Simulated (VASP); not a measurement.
# W (Fd-3m) in VASP: notebook

The runs below take W through single point, relaxation of cell and atoms, with PBEsol.

All numbers are computed with VASP 6.6.1; they aren't measurements. Logs are shortened: lines on timing, memory, paths and dates and some standing lists are left out, and cuts for length are marked.

## 1. The cell of the first run

It takes space group Fd-3m (No. 227, cubic). The conventional cell has a = 5.749 Å, b = 5.749 Å, c = 5.749 Å, α = 90.00°, β = 90.00°, γ = 90.00°. Within 3.3 Å of W (site symmetry -43m) lie 4 W at 2.49 Å.

This isn't the form of W at room conditions, which is bcc.

## 2. Single point, PBEsol

File INCAR:

```
  ALGO = Normal
  EDIFF = 1E-6
  ENCUT = 520
  GGA = PS
  ISIF = 2
  ISMEAR = 0
  LASPH = T
  LCHARG = F
  LREAL = F
  LWAVE = F
  NBANDS = 21
  NELM = 60
  PREC = Accurate
  SIGMA = 0.1
```

File KPOINTS:

```
k-points
0
Gamma
  6 6 6
```

File POSCAR:

```
W
1.0
    0.0000000000      2.8744922351      2.8744922351
    2.8744922351      0.0000000000      2.8744922351
    2.8744922351      2.8744922351      0.0000000000
W
2
Direct
    0.5000000000      0.5000000000      0.5000000000
    0.7500000000      0.7500000000      0.7500000000
```

Potentials or basis: VASP PAW PBE potentials, release 64 (W_sv).

Launch:

```
> cat potpaw_PBE.64/W_sv/POTCAR > POTCAR
> mpirun -np 1 vasp_std > vasp.out
```

OUTCAR:

```text
EDIFF = 1E-6
   ENCUT = 520
   GGA = PS
   ISIF = 2
   ISMEAR = 0
   LASPH = T
   LREAL = F
   NELM = 60
   PREC = Accurate

 ion  position               nearest neighbor table
   1  0.500  0.500  0.500-   2 2.49   2 2.49   2 2.49   2 2.49
   2  0.750  0.750  0.750-   1 2.49   1 2.49   1 2.49   1 2.49

  LATTYP: Found a face centered cubic cell.
 ALAT       =     5.7489844702

  Lattice vectors:

 A1 = (   0.0000000000,   2.8744922351,   2.8744922351)
 A2 = (   2.8744922351,   0.0000000000,   2.8744922351)
 A3 = (   2.8744922351,   2.8744922351,   0.0000000000)

Analysis of symmetry for initial positions (statically):
=====================================================================
 Subroutine PRICEL returns:
 Original cell was already a primitive cell.

 Routine SETGRP: Setting up the symmetry group for a
 face centered cubic supercell.

 Subroutine GETGRP returns: Found 48 space group operations
 (whereof 24 operations were pure point group operations)
 out of a pool of 48 trial point group operations.

The static configuration has the point symmetry T_d .
 The point group associated with its full space group is O_h .

Analysis of symmetry for dynamics (positions and initial velocities):
=====================================================================
 Subroutine PRICEL returns:
 Original cell was already a primitive cell.

 Routine SETGRP: Setting up the symmetry group for a
 face centered cubic supercell.

 Subroutine GETGRP returns: Found 48 space group operations
 (whereof 24 operations were pure point group operations)
 out of a pool of 48 trial point group operations.

The dynamic configuration has the point symmetry T_d .
 The point group associated with its full space group is O_h .

 Subroutine INISYM returns: Found 48 space group operations
 (whereof 24 operations are pure point group operations),
 and found     1 'primitive' translations

----------------------------------------------------------------------------------------

                                     Primitive cell

  volume of cell :      47.5022

  direct lattice vectors                    reciprocal lattice vectors
     0.000000000  2.874492235  2.874492235    -0.173943764  0.173943764  0.173943764
     2.874492235  0.000000000  2.874492235     0.173943764 -0.173943764  0.173943764
     2.874492235  2.874492235  0.000000000     0.173943764  0.173943764 -0.173943764

  length of vectors
     4.065145904  4.065145904  4.065145904     0.301279438  0.301279438  0.301279438

  position of ions in fractional coordinates (direct lattice)
     0.500000000  0.500000000  0.500000000
     0.750000000  0.750000000  0.750000000

  ion indices of the primitive-cell ions
   primitive index   ion index
                 1           1
                 2           2

----------------------------------------------------------------------------------------

 KPOINTS: k-points

Automatic generation of k-mesh.
 Grid dimensions read from file:
 generate k-points for:    6    6    6

 Generating k-lattice:

  Cartesian coordinates                     Fractional coordinates (reciprocal lattice)
    -0.028990627  0.028990627  0.028990627     0.166666667  0.000000000  0.000000000
     0.028990627 -0.028990627  0.028990627     0.000000000  0.166666667  0.000000000
     0.028990627  0.028990627 -0.028990627     0.000000000  0.000000000  0.166666667

  Length of vectors
     0.050213240  0.050213240  0.050213240

  Shift w.r.t. Gamma in fractional coordinates (k-lattice)
     0.000000000  0.000000000  0.000000000

 Subroutine IBZKPT returns following result:
 ===========================================

 Found     16 irreducible k-points:

 Following reciprocal coordinates:
            Coordinates               Weight
  0.000000  0.000000  0.000000      1.000000
  0.166667  0.000000  0.000000      8.000000
  0.333333  0.000000  0.000000      8.000000
  0.500000  0.000000  0.000000      4.000000
  0.166667  0.166667  0.000000      6.000000
  0.333333  0.166667  0.000000     24.000000
[... 8 lines left out ...]
 -0.333333  0.333333  0.166667     24.000000
 -0.333333  0.500000  0.166667     12.000000
   k-points           NKPTS =     16   k-points in BZ     NKDIM =     16   number of bands    NBANDS=     21
   number of dos      NEDOS =    301   number of ions     NIONS =      2
   total plane-waves  NPLWV =  27000
   dimension x,y,z NGX =    30 NGY =   30 NGZ =   30
   dimension x,y,z NGXF=    60 NGYF=   60 NGZF=   60
   ions per type =               2
   NGX,Y,Z   is equivalent  to a cutoff of  12.27, 12.27, 12.27 a.u.
   NGXF,Y,Z  is equivalent  to a cutoff of  24.54, 24.54, 24.54 a.u.
 SYSTEM =  unknown system
   PREC   = accura    normal or accurate (medium, high low for compatibility)
   ISTART =      0    job   : 0-new  1-cont  2-samecut
   ICHARG =      2    charge: 1-file 2-atom 10-const
   ISPIN  =      1    spin polarized calculation?
   LNONCOLLINEAR =      F non collinear calculations
   LSORBIT =      F    spin-orbit coupling
   LASPH  =      T    aspherical Exc in radial PAW
   ENCUT  =  520.0 eV  38.22 Ry    6.18 a.u.   7.56  7.56  7.56*2*pi/ulx,y,z
   NELM   =     60;   NELMIN=  2; NELMDL= -5     # of ELM steps
   EDIFF  = 0.1E-05   stopping-criterion for ELM
   LREAL  =      F    real-space projection
   EDIFFG = 0.1E-04   stopping-criterion for IOM
   NSW    =      0    number of steps for IOM
   IBRION =     -1    ionic relax: 0-MD 1-quasi-New 2-CG
   NFREE  =      0    steps in history (QN), initial steepest desc. (CG)
   ISIF   =      2    stress and relaxation
   ISYM   =      2    0-nonsym 1-usesym 2-fastsym
   POTIM  = 0.5000    time-step for ionic-motion
   TEBEG  =    0.0;   TEEND  =   0.0 temperature during run
   PSTRESS=    0.0 pullay stress
   NELECT =      28.0000    total number of electrons
   NUPDOWN=      -1.0000    fix difference up-down
   EMIN   =  10.00;   EMAX   =-10.00  energy-range for DOS
   EFERMI =   0.00;   METHOD = LEGACY
   ISMEAR =     0;   SIGMA  =   0.10  broadening in eV -4-tet -1-fermi 0-gaus
   EFERMI_NEDOS =   21; number of points for ismear=-14 and -15
   IALGO  =     38    algorithm
   IMIX   =      4    mixing-type and parameters
     AMIX     =   0.40;   BMIX     =  1.00
     AMIX_MAG =   1.60;   BMIX_MAG =  1.00
  volume/ion in A,a.u.               =      23.75       160.28
  Fermi-wavevector in a.u.,A,eV,Ry     =   1.372639  2.593912 25.635256  1.884138
  Thomas-Fermi vector in A             =   2.498228
   LORBIT       =      0    0 simple, 1 ext, 2 COOP (PROOUT), +10 PAW based schemes
   GGA     = PS    functional components
   LHFCALC =     F    Hartree Fock is set to
   AEXX    =    0.0000 exact exchange contribution
   IVDW    =     0    specifies the selected vdW correction
   LEPSILON=     F    determine dielectric tensor
   LRPA    =     F    only Hartree local field effects (RPA)
 non-spin polarized calculation
 Gauss-broadening in eV      SIGMA  =   0.10
  energy-cutoff  :      520.00
  volume of cell :       47.50
 maximum number of plane-waves:      1303
   NGX = 15   NGY = 15   NGZ = 15

 number of electron      28.0000002 magnetization

 Free energy of the ion-electron system (eV)
  ---------------------------------------------------
  ext. energy  EPLUGINS =         0.00000000
  ---------------------------------------------------
  free energy    TOTEN  =       -21.96133268 eV

  energy without entropy =      -21.94606467  energy(sigma->0) =      -21.95369867

 E-fermi :   5.4413     XC(G=0): -11.1332

 val. band max:        5.4318141021   @ k =   0.5000   0.3333   0.0000
 cond. band min:       5.4612660174   @ k =   0.5000   0.3333   0.0000
 fundamental gap:      0.0294519152
 Fermi energy:         5.4413011356

 k-point     1 :       0.0000    0.0000    0.0000
  band No.  band energies     occupation
      1     -67.6495      2.00000
      2     -67.2802      2.00000
      3     -32.2784      2.00000
      4     -32.2784      2.00000
      5     -32.2784      2.00000
      6     -31.2601      2.00000
[... 13 lines left out ...]
     20      16.2212      0.00000
     21      16.5432      0.00000

 k-point     2 :       0.1667    0.0000    0.0000
  band No.  band energies     occupation
      1     -67.6316      2.00000
      2     -67.2989      2.00000
      3     -32.3089      2.00000
      4     -32.3089      2.00000
      5     -32.2744      2.00000
      6     -31.2668      2.00000
[... 13 lines left out ...]
     20      15.5763      0.00000
     21      16.1426      0.00000

 k-point     3 :       0.3333    0.0000    0.0000
  band No.  band energies     occupation
      1     -67.5878      2.00000
      2     -67.3436      2.00000
      3     -32.3647      2.00000
      4     -32.3647      2.00000
      5     -32.2680      2.00000
      6     -31.2783      2.00000
[... 13 lines left out ...]
     20      12.2380      0.00000
     21      15.3445      0.00000

 k-point     4 :       0.5000    0.0000    0.0000
  band No.  band energies     occupation
      1     -67.5583      2.00000
      2     -67.3737      2.00000
      3     -32.3906      2.00000
      4     -32.3906      2.00000
      5     -32.2656      2.00000
      6     -31.2830      2.00000
[... 13 lines left out ...]
     20      10.3512      0.00000
     21      15.3471      0.00000

 k-point     5 :       0.1667    0.1667    0.0000
  band No.  band energies     occupation
      1     -67.6251      2.00000
      2     -67.3054      2.00000
      3     -32.3436      2.00000
      4     -32.3436      2.00000
      5     -32.2128      2.00000
      6     -31.3330      2.00000
[... 13 lines left out ...]
     20      15.4597      0.00000
     21      16.8005      0.00000

 k-point     6 :       0.3333    0.1667    0.0000
  band No.  band energies     occupation
      1     -67.5878      2.00000
      2     -67.3437      2.00000
      3     -32.4092      2.00000
      4     -32.3990      2.00000
      5     -32.1555      2.00000
      6     -31.3940      2.00000
[... 13 lines left out ...]
     20      13.2546      0.00000
     21      15.1831      0.00000

 k-point     7 :       0.5000    0.1667    0.0000
  band No.  band energies     occupation
      1     -67.5460      2.00000
      2     -67.3862      2.00000
      3     -32.4670      2.00000
      4     -32.4208      2.00000
      5     -32.1228      2.00000
      6     -31.4255      2.00000
[... 13 lines left out ...]
     20      10.6667      0.00000
     21      14.2120      0.00000

 k-point     8 :      -0.3333    0.1667    0.0000
  band No.  band energies     occupation
      1     -67.5583      2.00000
      2     -67.3737      2.00000
      3     -32.4672      2.00000
      4     -32.3907      2.00000
      5     -32.1484      2.00000
      6     -31.3979      2.00000
[... 13 lines left out ...]
     20      11.3524      0.00000
     21      14.0266      0.00000

 k-point     9 :      -0.1667    0.1667    0.0000
  band No.  band energies     occupation
      1     -67.6040      2.00000
      2     -67.3271      2.00000
      3     -32.3991      2.00000
      4     -32.3345      2.00000
      5     -32.2174      2.00000
      6     -31.3266      2.00000
[... 13 lines left out ...]
     20      14.5079      0.00000
     21      15.0462      0.00000

 k-point    10 :       0.3333    0.3333    0.0000
  band No.  band energies     occupation
      1     -67.5583      2.00000
      2     -67.3738      2.00000
      3     -32.4547      2.00000
      4     -32.4547      2.00000
      5     -32.0326      2.00000
      6     -31.5272      2.00000
[... 13 lines left out ...]
     20      12.9263      0.00000
     21      13.2197      0.00000

 k-point    11 :       0.5000    0.3333    0.0000
  band No.  band energies     occupation
      1     -67.5124      2.00000
      2     -67.4201      2.00000
      3     -32.5045      2.00000
      4     -32.4771      2.00000
      5     -31.9301      2.00000
      6     -31.6288      2.00000
[... 13 lines left out ...]
     20      11.0619      0.00000
     21      11.8814      0.00000

 k-point    12 :      -0.3333    0.3333    0.0000
  band No.  band energies     occupation
      1     -67.5124      2.00000
      2     -67.4202      2.00000
      3     -32.5248      2.00000
      4     -32.4471      2.00000
      5     -31.9768      2.00000
      6     -31.5742      2.00000
[... 13 lines left out ...]
     20      10.8854      0.00000
     21      11.8398      0.00000

 k-point    13 :       0.5000    0.5000    0.0000
  band No.  band energies     occupation
      1     -67.4664      2.00000
      2     -67.4664      2.00000
      3     -32.5035      2.00000
      4     -32.5035      2.00000
      5     -31.7833      2.00000
      6     -31.7833      2.00000
[... 13 lines left out ...]
     20      10.3125      0.00000
     21      11.1418      0.00000

 k-point    14 :       0.5000    0.3333    0.1667
  band No.  band energies     occupation
      1     -67.5460      2.00000
      2     -67.3862      2.00000
      3     -32.4863      2.00000
      4     -32.4352      2.00000
      5     -32.0448      2.00000
      6     -31.5067      2.00000
[... 13 lines left out ...]
     20      11.9289      0.00000
     21      12.6176      0.00000

 k-point    15 :      -0.3333    0.3333    0.1667
  band No.  band energies     occupation
      1     -67.5124      2.00000
      2     -67.4201      2.00000
      3     -32.5146      2.00000
      4     -32.4607      2.00000
      5     -31.9687      2.00000
      6     -31.5819      2.00000
[... 13 lines left out ...]
     20      10.6419      0.00000
     21      12.1299      0.00000

 k-point    16 :      -0.3333    0.5000    0.1667
  band No.  band energies     occupation
      1     -67.4664      2.00000
      2     -67.4664      2.00000
      3     -32.5063      2.00000
      4     -32.5063      2.00000
      5     -31.7780      2.00000
      6     -31.7780      2.00000
[... 13 lines left out ...]
     20      10.3136      0.00000
     21      10.9506      0.00000

------------------------ aborting loop because EDIFF is reached ----------------------------------------

  FORCE on cell =-STRESS in cart. coord.  units (eV):
  Direction    XX          YY          ZZ          XY          YZ          ZX
  --------------------------------------------------------------------------------------
  -------------------------------------------------------------------------------------
  Total        0.2463997      0.2463997      0.2463997      0.0000000     -0.0000000      0.0000000
  in kB        8.3106966      8.3106966      8.3106966      0.0000000     -0.0000000      0.0000000
  external PRESSURE =       8.3106966 kB  Pullay stress =       0.0000000 kB

 VOLUME and BASIS-vectors are now :
 -----------------------------------------------------------------------------
  energy-cutoff  :      520.00
  volume of cell :       47.50
      direct lattice vectors                 reciprocal lattice vectors
     0.000000000  2.874492235  2.874492235    -0.173943764  0.173943764  0.173943764
     2.874492235  0.000000000  2.874492235     0.173943764 -0.173943764  0.173943764
     2.874492235  2.874492235  0.000000000     0.173943764  0.173943764 -0.173943764

 POSITION                                       TOTAL-FORCE (eV/Angst)
 -----------------------------------------------------------------------------------
      2.87449      2.87449      2.87449        -0.000000     -0.000000     -0.000000
      4.31174      4.31174      4.31174         0.000000      0.000000      0.000000
 -----------------------------------------------------------------------------------
    total drift:                                0.000000     -0.000000     -0.000000

  FREE ENERGIE OF THE ION-ELECTRON SYSTEM (eV)
  ---------------------------------------------------
  free  energy   TOTEN  =       -21.9613326753 eV

  energy  without entropy=      -21.9460646673  energy(sigma->0) =      -21.95369867
```

Wall time 13 s (1 thread of Intel Xeon Platinum 8259CL at 2.50GHz (Skylake/Cascade Lake), shared host); peak memory 0.16 GiB.

What came out:

* Free energy: -21.9613 eV
* Pressure: 0.8 GPa
* Band gap on the k mesh: zero (bands 14 and 15 overlap by 0.89 eV)

Caveat: the PAW data sets were made with another functional, which shifts forces and pressure a little; spin-orbit coupling is left out, which moves the levels of the heavy elements.

(Part 1 of 2 ends here.)
